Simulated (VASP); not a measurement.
# Ca (P6_3/mmc) in VASP: a series of runs, part 2 of 3

VASP 6.6.1. Earlier steps stand in the parts before.

**3. Single point, PBEsol**

INCAR reads:

```
PREC = Accurate ; ENCUT = 520
EDIFF = 1E-6 ; ISMEAR = -1
SIGMA = 0.05 ; LREAL = F
LASPH = T ; NELM = 100
ALGO = Normal ; ISIF = 2
LWAVE = F ; LCHARG = F
GGA = PS ; NBANDS = 17
```

KPOINTS reads:

```
regular mesh
0
Gamma
  11 11 6
```

POSCAR reads:

```
Ca
1.0
    3.1971400701      0.0000000000      0.0000000000
   -1.5985700351      2.7688045202      0.0000000000
    0.0000000000      0.0000000000      5.3456541730
Ca
2
Direct
    0.3333333333      0.6666666667      0.2500000000
    0.6666666667      0.3333333333      0.7500000000
```

Potentials or basis: VASP PAW PBE potentials, release 64 (Ca_sv).

Started as:

```bash
> cat potpaw_PBE.64/Ca_sv/POTCAR > POTCAR
> mpirun -np 1 vasp_std > vasp.out
```

OUTCAR:

```text
PREC = Accurate
   ENCUT = 520
   EDIFF = 1E-6
   ISMEAR = -1
   LREAL = F
   LASPH = T
   NELM = 100
   ISIF = 2
   GGA = PS

 ion  position               nearest neighbor table
   1  0.333  0.667  0.250-
   2  0.667  0.333  0.750-

  LATTYP: Found a hexagonal cell.
 ALAT       =     3.1971400701
 C/A-ratio  =     1.6720112525

  Lattice vectors:

 A1 = (   3.1971400701,   0.0000000000,   0.0000000000)
 A2 = (  -1.5985700351,   2.7688045202,   0.0000000000)
 A3 = (   0.0000000000,   0.0000000000,   5.3456541730)

Analysis of symmetry for initial positions (statically):
=====================================================================
 Subroutine PRICEL returns:
 Original cell was already a primitive cell.

 Routine SETGRP: Setting up the symmetry group for a
 hexagonal supercell.

 Subroutine GETGRP returns: Found 24 space group operations
 (whereof 12 operations were pure point group operations)
 out of a pool of 24 trial point group operations.

The static configuration has the point symmetry D_3d.
 The point group associated with its full space group is D_6h.

Analysis of symmetry for dynamics (positions and initial velocities):
=====================================================================
 Subroutine PRICEL returns:
 Original cell was already a primitive cell.

 Routine SETGRP: Setting up the symmetry group for a
 hexagonal supercell.

 Subroutine GETGRP returns: Found 24 space group operations
 (whereof 12 operations were pure point group operations)
 out of a pool of 24 trial point group operations.

The dynamic configuration has the point symmetry D_3d.
 The point group associated with its full space group is D_6h.

 Subroutine INISYM returns: Found 24 space group operations
 (whereof 12 operations are pure point group operations),
 and found     1 'primitive' translations

----------------------------------------------------------------------------------------

                                     Primitive cell

  volume of cell :      47.3211

  direct lattice vectors                    reciprocal lattice vectors
     3.197140070  0.000000000  0.000000000     0.312779540  0.180583352  0.000000000
    -1.598570035  2.768804520  0.000000000     0.000000000  0.361166703  0.000000000
     0.000000000  0.000000000  5.345654173     0.000000000  0.000000000  0.187067844

  length of vectors
     3.197140070  3.197140070  5.345654173     0.361166703  0.361166703  0.187067844

  position of ions in fractional coordinates (direct lattice)
     0.333333333  0.666666667  0.250000000
     0.666666667  0.333333333  0.750000000

  ion indices of the primitive-cell ions
   primitive index   ion index
                 1           1
                 2           2

----------------------------------------------------------------------------------------

 KPOINTS: regular mesh

Automatic generation of k-mesh.
 Grid dimensions read from file:
 generate k-points for:   11   11    6

 Generating k-lattice:

  Cartesian coordinates                     Fractional coordinates (reciprocal lattice)
     0.028434504  0.016416668  0.000000000     0.090909091  0.000000000  0.000000000
     0.000000000  0.032833337  0.000000000     0.000000000  0.090909091  0.000000000
     0.000000000  0.000000000  0.031177974     0.000000000  0.000000000  0.166666667

  Length of vectors
     0.032833337  0.032833337  0.031177974

  Shift w.r.t. Gamma in fractional coordinates (k-lattice)
     0.000000000  0.000000000  0.000000000

 Subroutine IBZKPT returns following result:
 ===========================================

 Found     64 irreducible k-points:

 Following reciprocal coordinates:
            Coordinates               Weight
  0.000000  0.000000  0.000000      1.000000
  0.090909 -0.000000  0.000000      6.000000
  0.181818  0.000000  0.000000      6.000000
  0.272727 -0.000000  0.000000      6.000000
  0.363636 -0.000000  0.000000      6.000000
  0.454545  0.000000  0.000000      6.000000
[... 16 lines left out ...]
  0.090909  0.090909  0.166667     12.000000
  0.181818  0.090909  0.166667     24.000000
 [... further k-points ...]
   k-points           NKPTS =     64   k-points in BZ     NKDIM =     64   number of bands    NBANDS=     17
   number of dos      NEDOS =    301   number of ions     NIONS =      2
   total plane-waves  NPLWV =  23040
   dimension x,y,z NGX =    24 NGY =   24 NGZ =   40
   dimension x,y,z NGXF=    48 NGYF=   48 NGZF=   80
   ions per type =               2
   NGX,Y,Z   is equivalent  to a cutoff of  12.48, 12.48, 12.44 a.u.
   NGXF,Y,Z  is equivalent  to a cutoff of  24.96, 24.96, 24.88 a.u.
 SYSTEM =  unknown system
   PREC   = accura    normal or accurate (medium, high low for compatibility)
   ISTART =      0    job   : 0-new  1-cont  2-samecut
   ICHARG =      2    charge: 1-file 2-atom 10-const
   ISPIN  =      1    spin polarized calculation?
   LNONCOLLINEAR =      F non collinear calculations
   LSORBIT =      F    spin-orbit coupling
   LASPH  =      T    aspherical Exc in radial PAW
   ENCUT  =  520.0 eV  38.22 Ry    6.18 a.u.   5.94  5.94  9.94*2*pi/ulx,y,z
   NELM   =    100;   NELMIN=  2; NELMDL= -5     # of ELM steps
   EDIFF  = 0.1E-05   stopping-criterion for ELM
   LREAL  =      F    real-space projection
   EDIFFG = 0.1E-04   stopping-criterion for IOM
   NSW    =      0    number of steps for IOM
   IBRION =     -1    ionic relax: 0-MD 1-quasi-New 2-CG
   NFREE  =      0    steps in history (QN), initial steepest desc. (CG)
   ISIF   =      2    stress and relaxation
   ISYM   =      2    0-nonsym 1-usesym 2-fastsym
   POTIM  = 0.5000    time-step for ionic-motion
   TEBEG  =    0.0;   TEEND  =   0.0 temperature during run
   PSTRESS=    0.0 pullay stress
   NELECT =      20.0000    total number of electrons
   NUPDOWN=      -1.0000    fix difference up-down
   EMIN   =  10.00;   EMAX   =-10.00  energy-range for DOS
   EFERMI =   0.00;   METHOD = LEGACY
   ISMEAR =    -1;   SIGMA  =   0.05  broadening in eV -4-tet -1-fermi 0-gaus
   EFERMI_NEDOS =   21; number of points for ismear=-14 and -15
   IALGO  =     38    algorithm
   IMIX   =      4    mixing-type and parameters
     AMIX     =   0.40;   BMIX     =  1.00
     AMIX_MAG =   1.60;   BMIX_MAG =  1.00
  volume/ion in A,a.u.               =      23.66       159.67
  Fermi-wavevector in a.u.,A,eV,Ry     =   1.228570  2.321661 20.536418  1.509384
  Thomas-Fermi vector in A             =   2.363490
   LORBIT       =      0    0 simple, 1 ext, 2 COOP (PROOUT), +10 PAW based schemes
   GGA     = PS    functional components
   LHFCALC =     F    Hartree Fock is set to
   AEXX    =    0.0000 exact exchange contribution
   IVDW    =     0    specifies the selected vdW correction
   LEPSILON=     F    determine dielectric tensor
   LRPA    =     F    only Hartree local field effects (RPA)
 non-spin polarized calculation
  energy-cutoff  :      520.00
  volume of cell :       47.32
 maximum number of plane-waves:      1291
 NGX is ok and might be reduce to    24
   NGX = 11   NGY = 11   NGZ = 19

 number of electron      20.0000002 magnetization

 Free energy of the ion-electron system (eV)
  ---------------------------------------------------
  ext. energy  EPLUGINS =         0.00000000
  ---------------------------------------------------
  free energy    TOTEN  =        -2.66039440 eV

  energy without entropy =       -2.64517403  energy(sigma->0) =       -2.65278422

 E-fermi :   4.6408     XC(G=0):  -9.9027

 val. band max:        4.6269015510   @ k =   0.2727   0.0909   0.0000
 cond. band min:       4.6458582335   @ k =   0.3636   0.2727   0.0000
 fundamental gap:      0.0189566825
 Fermi energy:         4.6408050865

 k-point     1 :       0.0000    0.0000    0.0000
  band No.  band energies     occupation
      1     -36.0026      2.00000
      2     -35.8480      2.00000
      3     -17.5660      2.00000
      4     -16.7566      2.00000
      5     -16.7566      2.00000
      6     -16.6548      2.00000
[... 9 lines left out ...]
     16       8.2636      0.00000
     17       9.1234      0.00000
[... 441 lines left out ...]
 k-point    24 :       0.1818    0.0909    0.1667
  band No.  band energies     occupation
      1     -35.9196      2.00000
      2     -35.8174      2.00000
      3     -17.3786      2.00000
      4     -17.0960      2.00000
      5     -17.0524      2.00000
      6     -16.8564      2.00000
[... 9 lines left out ...]
     16       8.7522      0.00000
     17       9.2102      0.00000

 [... further k-points ...]

------------------------ aborting loop because EDIFF is reached ----------------------------------------

  FORCE on cell =-STRESS in cart. coord.  units (eV):
  Direction    XX          YY          ZZ          XY          YZ          ZX
  --------------------------------------------------------------------------------------
  -------------------------------------------------------------------------------------
  Total        6.1683710      6.1683710      6.2622856     -0.0000000     -0.0000000      0.0000000
  in kB      208.8460422    208.8460422    212.0257615     -0.0000000     -0.0000000      0.0000000
  external PRESSURE =     209.9059486 kB  Pullay stress =       0.0000000 kB

 VOLUME and BASIS-vectors are now :
 -----------------------------------------------------------------------------
  energy-cutoff  :      520.00
  volume of cell :       47.32
      direct lattice vectors                 reciprocal lattice vectors
     3.197140070  0.000000000  0.000000000     0.312779540  0.180583352  0.000000000
    -1.598570035  2.768804520  0.000000000     0.000000000  0.361166703  0.000000000
     0.000000000  0.000000000  5.345654173     0.000000000  0.000000000  0.187067844

 POSITION                                       TOTAL-FORCE (eV/Angst)
 -----------------------------------------------------------------------------------
     -0.00000      1.84587      1.33641        -0.000000     -0.000000     -0.000000
      1.59857      0.92293      4.00924         0.000000      0.000000      0.000000
 -----------------------------------------------------------------------------------
    total drift:                               -0.000000      0.000000      0.000000

  FREE ENERGIE OF THE ION-ELECTRON SYSTEM (eV)
  ---------------------------------------------------
  free  energy   TOTEN  =        -2.6603944046 eV

  energy  without entropy=       -2.6451740318  energy(sigma->0) =       -2.65278422
```

OSZICAR:

```text
N       E                     dE             d eps       ncg     rms          rms(c)
DAV:   1     0.183301803241E+03    0.18330E+03   -0.10493E+04  2176   0.116E+03
DAV:   2     0.681121320623E+01   -0.17649E+03   -0.17364E+03  2458   0.340E+02
DAV:   3    -0.254187427493E+01   -0.93531E+01   -0.92633E+01  4056   0.607E+01
DAV:   4    -0.273776609244E+01   -0.19589E+00   -0.19488E+00  2504   0.913E+00
DAV:   5    -0.274408563888E+01   -0.63195E-02   -0.63154E-02  3491   0.105E+00    0.246E+00
DAV:   6    -0.268557244299E+01    0.58513E-01   -0.23259E-02  3179   0.110E+00    0.133E+00
DAV:   7    -0.266009715845E+01    0.25475E-01   -0.36449E-02  3222   0.125E+00    0.128E-01
DAV:   8    -0.266036887768E+01   -0.27172E-03   -0.63692E-04  3013   0.207E-01    0.386E-02
DAV:   9    -0.266039234228E+01   -0.23465E-04   -0.21578E-04  3336   0.705E-02    0.185E-02
DAV:  10    -0.266039480680E+01   -0.24645E-05   -0.79941E-06  2540   0.305E-02    0.309E-03
DAV:  11    -0.266039440460E+01    0.40221E-06   -0.25559E-07  1516   0.447E-03
   1 F= -.26603944E+01 E0= -.26527842E+01  d E =-.152204E-01
```

stdout:

```text
POSCAR found type information on POSCAR Ca
 POSCAR found :  1 types and       2 ions
 scaLAPACK will be used
 -----------------------------------------------------------------------------
|                                                                             |
|                                                                             |
|     You enforced a specific xc type in the INCAR file but a different       |
|     I HOPE YOU KNOW WHAT YOU ARE DOING!                                     |
|                                                                             |
 -----------------------------------------------------------------------------

 LDA part: xc-table for (Slater+PW92), standard interpolation
 POSCAR, INCAR and KPOINTS ok, starting setup
 FFT: planning ... GRIDC
 FFT: planning ... GRID_SOFT
 FFT: planning ... GRID
 WAVECAR not read
 entering main loop
```

Wall time 19 s (1 thread of AMD EPYC 9R45 (Zen 5), shared host); peak memory 0.15 GiB.

What came out:

| Property | Result |
| --- | --- |
| Free energy | -2.6604 eV |
| Pressure | 21.0 GPa |
| Band gap on the k mesh | zero (bands 10 and 11 overlap by 0.47 eV) |

Levels at points of the mesh, in eV from the Fermi level:
```csv
k point,band 8,band 9,band 10,band 11,band 12,band 13
"(0.00, 0.00, 0.00)",-21.29,-4.70,-1.30,1.01,2.87,3.06
"(0.00, 0.00, 0.50)",-21.35,-3.12,-3.12,1.70,1.70,3.07
```

Caveat: the cell stands under pressure; the PAW data sets were made with another functional, which shifts forces and pressure a little.

**4. Single point, PBEsol**

This run uses another cell than the first one, of 27.74 Å³/atom.

INCAR reads:

```
ALGO = Normal
EDIFF = 1E-7
ENCUT = 520
GGA = PS
ISIF = 2
ISMEAR = -1
LASPH = True
LCHARG = False
LREAL = False
LWAVE = False
NBANDS = 17
NELM = 100
PREC = Accurate
SIGMA = 0.08
```

KPOINTS reads:

```
k-points
0
Gamma
  11 11 6
```

POSCAR reads:

```
Ca
1.0
    3.3805052036      0.0000000000      0.0000000000
   -1.6902526018      2.9276033839      0.0000000000
    0.0000000000      0.0000000000      5.6058553620
Ca
2
Direct
    0.3333333333      0.6666666667      0.2500000000
    0.6666666667      0.3333333333      0.7500000000
```

Started as:

```bash
> cat potpaw_PBE.64/Ca_sv/POTCAR > POTCAR
> mpirun -np 1 vasp_std > vasp.out
```

Wall time 32 s (1 thread of AMD EPYC 9R45 (Zen 5), shared host); peak memory 0.17 GiB.

Results (log left out):

```yaml
Free_energy: -3.5032 eV
Pressure: 12.2 GPa
Band_gap_on_the_k_mesh: zero (bands 10 and 11 overlap by 0.25 eV)
```

Stress tensor (GPa, compression positive):
```
12.10  0.00  0.00
 0.00 12.10  0.00
 0.00  0.00 12.26
```

Levels at points of the mesh, in eV from the Fermi level:
| k point | band 7 | band 8 | band 9 | band 10 | band 11 | band 12 | band 13 | band 14 |
| --- | --- | --- | --- | --- | --- | --- | --- | --- |
| (0.00, 0.00, 0.00) | -21.76 | -21.75 | -4.66 | -1.26 | 0.45 | 2.73 | 2.84 | 2.84 |
| (0.00, 0.00, 0.50) | -21.79 | -21.79 | -3.26 | -3.26 | 1.59 | 1.59 | 2.83 | 2.83 |

Caveat: the cell stands under pressure; the PAW data sets were made with another functional, which shifts forces and pressure a little.

(Continued in part 3 of 3.)

The gap in the log of VASP goes by the Fermi energy; the results here count the filled bands.